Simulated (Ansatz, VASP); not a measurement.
Si in VASP and in Ansatz

```
Si
1.0
     0.00000    2.68922    2.68922
     2.68922    0.00000    2.68922
     2.68922    2.68922    0.00000
Si
2
Direct
  0.75000 0.75000 0.75000
  0.50000 0.50000 0.50000
```

Alike in both runs: task single point; functional PBE; k mesh 6 × 6 × 6; no spin polarisation.

|  | VASP | Ansatz |
| --- | --- | --- |
| version | VASP 6.6.1 | Ansatz 0.2.0 |
| potentials or method | VASP PAW PBE potentials, release 64 (Si) | plane waves, norm-conserving potentials |
| plane-wave cutoff (eV) | 500 | 490 |
| occupations | gaussian, width 0.1 eV | gaussian |
| valence electrons in the cell | 8 | 8 |

|  | VASP | Ansatz | Ansatz less VASP |
| --- | --- | --- | --- |
| pressure (GPa) | 5.0 | 5.0 | +0.01 |

Ansatz's warnings: stress scf threshold loose.
